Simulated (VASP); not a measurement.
# Sb (R-3m) in VASP: single point with PBEsol

Aim: the single point of Sb with PBEsol.

All numbers are computed with VASP 6.6.1; they aren't measurements. Logs are shortened: lines on timing, memory, paths and dates and some standing lists are left out, and cuts for length are marked.

## 1. The cell of the first run

It takes space group R-3m (No. 166, trigonal). The conventional cell has a = 4.320 Å, b = 4.320 Å, c = 11.212 Å, α = 90.00°, β = 90.00°, γ = 120.00°. Within 3.8 Å of Sb (site symmetry 3m) lie 6 Sb at 2.91 to 3.35 Å.

## 2. Single point, PBEsol

Input file INCAR:

```
SYSTEM = Sb
PREC = Accurate
ENCUT = 500
EDIFF = 1E-6
ISMEAR = -1
SIGMA = 0.05
LREAL = .FALSE.
LASPH = .TRUE.
NELM = 120
ALGO = Normal
ISIF = 2
LWAVE = .FALSE.
LCHARG = .FALSE.
GGA = PS
NBANDS = 22
GGA_COMPAT = .FALSE.
```

Input file KPOINTS:

```
Automatic mesh
0
G
  6 6 6
  0 0 0
```

Input file POSCAR:

```
Sb
1.0
    2.1597885239      1.2469544857      3.7374016643
   -2.1597885239      1.2469544857      3.7374016643
    0.0000000000     -2.4939089713      3.7374016643
Sb
2
Direct
    0.2336627914      0.2336627914      0.2336627914
    0.7663372086      0.7663372086      0.7663372086
```

Potentials or basis: VASP PAW PBE potentials, release 64 (Sb_d_GW).

Started as:

```
$ cat potpaw_PBE.64/Sb_d_GW/POTCAR > POTCAR
$ mpirun -np 1 vasp_std > vasp.out
```

OUTCAR:

```text
SYSTEM = Sb
   PREC = Accurate
   ENCUT = 500
   EDIFF = 1E-6
   ISMEAR = -1
   LREAL = .FALSE.
   LASPH = .TRUE.
   NELM = 120
   ISIF = 2
   GGA = PS

 ion  position               nearest neighbor table
   1  0.234  0.234  0.234-   2 2.91   2 2.91   2 2.91   2 3.35   2 3.35   2 3.35
   2  0.766  0.766  0.766-   1 2.91   1 2.91   1 2.91   1 3.35   1 3.35   1 3.35

  LATTYP: Found a trigonal (rhomboedric) cell.
 ALAT       =     4.4930783610
 COS(alpha) =     0.5378696746

  Lattice vectors:

 A1 = (   2.1597885239,   1.2469544857,   3.7374016643)
 A2 = (  -2.1597885239,   1.2469544857,   3.7374016643)
 A3 = (   0.0000000000,  -2.4939089713,   3.7374016643)

Analysis of symmetry for initial positions (statically):
=====================================================================
 Subroutine PRICEL returns:
 Original cell was already a primitive cell.

 Routine SETGRP: Setting up the symmetry group for a
 trigonal (rhombohedral) supercell.

 Subroutine GETGRP returns: Found 12 space group operations
 (whereof 12 operations were pure point group operations)
 out of a pool of 12 trial point group operations.

The static configuration has the point symmetry D_3d.

Analysis of symmetry for dynamics (positions and initial velocities):
=====================================================================
 Subroutine PRICEL returns:
 Original cell was already a primitive cell.

 Routine SETGRP: Setting up the symmetry group for a
 trigonal (rhombohedral) supercell.

 Subroutine GETGRP returns: Found 12 space group operations
 (whereof 12 operations were pure point group operations)
 out of a pool of 12 trial point group operations.

The dynamic configuration has the point symmetry D_3d.

 Subroutine INISYM returns: Found 12 space group operations
 (whereof 12 operations are pure point group operations),
 and found     1 'primitive' translations

----------------------------------------------------------------------------------------

                                     Primitive cell

  volume of cell :      60.3925

  direct lattice vectors                    reciprocal lattice vectors
     2.159788524  1.246954486  3.737401664     0.231504147  0.133658982  0.089188523
    -2.159788524  1.246954486  3.737401664    -0.231504147  0.133658982  0.089188523
     0.000000000 -2.493908971  3.737401664     0.000000000 -0.267317963  0.089188523

  length of vectors
     4.493078361  4.493078361  4.493078361     0.281803985  0.281803985  0.281803985
[... 78 lines left out ...]
   LASPH  =      T    aspherical Exc in radial PAW
   ENCUT  =  500.0 eV  36.75 Ry    6.06 a.u.   8.19  8.19  8.19*2*pi/ulx,y,z
   NELM   =    120;   NELMIN=  2; NELMDL= -5     # of ELM steps
   EDIFF  = 0.1E-05   stopping-criterion for ELM
   LREAL  =      F    real-space projection
   EDIFFG = 0.1E-04   stopping-criterion for IOM
   NSW    =      0    number of steps for IOM
   IBRION =     -1    ionic relax: 0-MD 1-quasi-New 2-CG
   NFREE  =      0    steps in history (QN), initial steepest desc. (CG)
   ISIF   =      2    stress and relaxation
   ISYM   =      2    0-nonsym 1-usesym 2-fastsym
   POTIM  = 0.5000    time-step for ionic-motion
   TEBEG  =    0.0;   TEEND  =   0.0 temperature during run
   PSTRESS=    0.0 pullay stress
   NELECT =      30.0000    total number of electrons
   NUPDOWN=      -1.0000    fix difference up-down
   EMIN   =  10.00;   EMAX   =-10.00  energy-range for DOS
   EFERMI =   0.00;   METHOD = LEGACY
   ISMEAR =    -1;   SIGMA  =   0.05  broadening in eV -4-tet -1-fermi 0-gaus
   EFERMI_NEDOS =   21; number of points for ismear=-14 and -15
   IALGO  =     38    algorithm
   IMIX   =      4    mixing-type and parameters
     AMIX     =   0.40;   BMIX     =  1.00
     AMIX_MAG =   1.60;   BMIX_MAG =  1.00
  volume/ion in A,a.u.               =      30.20       203.77
  Fermi-wavevector in a.u.,A,eV,Ry     =   1.296545  2.450115 22.871791  1.681029
  Thomas-Fermi vector in A             =   2.427995
   LORBIT       =      0    0 simple, 1 ext, 2 COOP (PROOUT), +10 PAW based schemes
   GGA     = PS    functional components
   LHFCALC =     F    Hartree Fock is set to
   AEXX    =    0.0000 exact exchange contribution
   IVDW    =     0    specifies the selected vdW correction
   LEPSILON=     F    determine dielectric tensor
   LRPA    =     F    only Hartree local field effects (RPA)
 non-spin polarized calculation
  energy-cutoff  :      500.00
  volume of cell :       60.39
 maximum number of plane-waves:      1552
 NGX is ok and might be reduce to    36
   NGX = 17   NGY = 17   NGZ = 17

 number of electron      30.0000006 magnetization

 Free energy of the ion-electron system (eV)
  ---------------------------------------------------
  ext. energy  EPLUGINS =         0.00000000
  ---------------------------------------------------
  free energy    TOTEN  =        -9.17841354 eV

  energy without entropy =       -9.17574437  energy(sigma->0) =       -9.17707895

 E-fermi :   5.2259     XC(G=0): -10.0642

 val. band max:        4.9730289608   @ k =   0.5000   0.0000   0.0000
 cond. band min:       5.2427737117   @ k =   0.3333   0.1667   0.1667
 fundamental gap:      0.2697447509
 Fermi energy:         5.2258570339

 k-point     1 :       0.0000    0.0000    0.0000
  band No.  band energies     occupation
      1     -24.1505      2.00000
      2     -24.1505      2.00000
      3     -24.0616      2.00000
      4     -24.0616      2.00000
      5     -24.0362      2.00000
      6     -23.9478      2.00000
[... 589 lines left out ...]
     21      15.3750      0.00000
     22      16.0012      0.00000

 [... further k-points ...]

------------------------ aborting loop because EDIFF is reached ----------------------------------------

  FORCE on cell =-STRESS in cart. coord.  units (eV):
  Direction    XX          YY          ZZ          XY          YZ          ZX
  --------------------------------------------------------------------------------------
  -------------------------------------------------------------------------------------
  Total       -0.0281601     -0.0281601     -0.0212670      0.0000000     -0.0000000      0.0000000
  in kB       -0.7470704     -0.7470704     -0.5642013      0.0000000     -0.0000000      0.0000000
  external PRESSURE =      -0.6861140 kB  Pullay stress =       0.0000000 kB

 VOLUME and BASIS-vectors are now :
 -----------------------------------------------------------------------------
  energy-cutoff  :      500.00
  volume of cell :       60.39
      direct lattice vectors                 reciprocal lattice vectors
     2.159788524  1.246954486  3.737401664     0.231504147  0.133658982  0.089188523
    -2.159788524  1.246954486  3.737401664    -0.231504147  0.133658982  0.089188523
     0.000000000 -2.493908971  3.737401664     0.000000000 -0.267317963  0.089188523

 POSITION                                       TOTAL-FORCE (eV/Angst)
 -----------------------------------------------------------------------------------
      0.00000      0.00000      2.61988         0.000000      0.000000      0.003544
      0.00000      0.00000      8.59233         0.000000     -0.000000     -0.003544
 -----------------------------------------------------------------------------------
    total drift:                                0.000000     -0.000000      0.000000

  FREE ENERGIE OF THE ION-ELECTRON SYSTEM (eV)
  ---------------------------------------------------
  free  energy   TOTEN  =        -9.1784135373 eV

  energy  without entropy=       -9.1757443688  energy(sigma->0) =       -9.17707895
```

OSZICAR:

```text
N       E                     dE             d eps       ncg     rms          rms(c)
DAV:   1     0.232574984057E+03    0.23257E+03   -0.94045E+03  1938   0.128E+04
DAV:   2     0.237864989385E+02   -0.20879E+03   -0.20008E+03  2720   0.147E+03
DAV:   3    -0.772641365407E+01   -0.31513E+02   -0.31286E+02  2760   0.237E+02
DAV:   4    -0.914406225689E+01   -0.14176E+01   -0.14170E+01  2388   0.364E+01
DAV:   5    -0.919629727688E+01   -0.52235E-01   -0.52228E-01  2232   0.860E+00    0.385E+00
DAV:   6    -0.918478285434E+01    0.11514E-01   -0.50406E-02  2710   0.958E+00    0.236E+00
DAV:   7    -0.917851809681E+01    0.62648E-02   -0.14156E-02  2362   0.779E+00    0.810E-02
DAV:   8    -0.917838286148E+01    0.13524E-03   -0.20203E-03  2364   0.265E+00    0.671E-02
DAV:   9    -0.917841049457E+01   -0.27633E-04   -0.73003E-05  2572   0.260E-01    0.184E-02
DAV:  10    -0.917841324274E+01   -0.27482E-05   -0.74456E-06  1952   0.139E-01    0.172E-03
DAV:  11    -0.917841353731E+01   -0.29457E-06   -0.82583E-07  1100   0.215E-02
   1 F= -.91784135E+01 E0= -.91770790E+01  d E =-.266917E-02
```

stdout:

```text
POSCAR found type information on POSCAR Sb
 POSCAR found :  1 types and       2 ions
 scaLAPACK will be used
 -----------------------------------------------------------------------------
|                                                                             |
|                                                                             |
|     You enforced a specific xc type in the INCAR file but a different       |
|     I HOPE YOU KNOW WHAT YOU ARE DOING!                                     |
|                                                                             |
 -----------------------------------------------------------------------------

 LDA part: xc-table for (Slater+PW92), standard interpolation
 POSCAR, INCAR and KPOINTS ok, starting setup
 FFT: planning ... GRIDC
 FFT: planning ... GRID_SOFT
 FFT: planning ... GRID
 WAVECAR not read
 entering main loop
```

Wall time 40 s (1 thread of Intel Xeon Platinum 8259CL at 2.50GHz (Skylake/Cascade Lake), shared host); peak memory 0.23 GiB.

What came out:

* Free energy: -9.1784 eV
* Pressure: -0.1 GPa
* Largest force: 0.004 eV/Å
* Band gap on the k mesh: zero (bands 15 and 16 overlap by 0.27 eV)

Forces in eV/Å, atoms in the order of the input:
```
Sb   0.000  0.000  0.004
Sb   0.000  0.000 -0.004
```

Caveat: the PAW data sets were made with another functional, which shifts forces and pressure a little; spin-orbit coupling is left out, which moves the levels of the heavy elements.

The gap in the log of VASP goes by the Fermi energy; the results here count the filled bands.